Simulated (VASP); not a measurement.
Set up this calculation in VASP 6.6.1, as the native input.

| Quantity | Value |
| --- | --- |
| Task | single point |
| Functional | PBE |
| Potentials or basis | VASP PAW PBE potentials, release 64 (Cd) |
| Cutoff | 520 eV |
| k mesh | 6 × 6 × 6 |
| Occupations | fermi-dirac, width 0.1 eV |
| Spin | no spin polarisation |
| Dipole correction | no |
| Further INCAR settings | ALGO = Normal; EDIFF = 1e-07; NBANDS = 12 |

The structure of Cd lies in POSCAR:

```
Cd
1.0
    0.0000000000      2.2536788596      2.2536788596
    2.2536788596      0.0000000000      2.2536788596
    2.2536788596      2.2536788596      0.0000000000
Cd
1
Direct
    0.0000000000      0.0000000000      0.0000000000
```

One way to write it, as run:

INCAR

```
PREC = Accurate ; ENCUT = 520
EDIFF = 1E-7 ; ISMEAR = -1
SIGMA = 0.1 ; LREAL = False
LASPH = True ; NELM = 80
ALGO = Normal ; ISIF = 2
LWAVE = False ; LCHARG = False
GGA = PE ; NBANDS = 12
```

KPOINTS

```
Automatic mesh
0
Gamma
  6 6 6
```

Potentials or basis: VASP PAW PBE potentials, release 64 (Cd).

Run with:

```sh
$ cat potpaw_PBE.64/Cd/POTCAR > POTCAR
$ mpirun -np 1 vasp_std > vasp.out
```

Results of the run:

```
Pressure               : 1.8 GPa
Band gap on the k mesh : zero (band 6 reaches 3.14 eV, above the bottom of band 7 at 1.12 eV)
```

Caveat: the k points lie up to 0.40 Å⁻¹ apart.

Wall time 6.6 s on 1 thread of AMD EPYC 7R43 64-Core Processor (Zen 3) (shared host), peak memory 0.1 GiB.
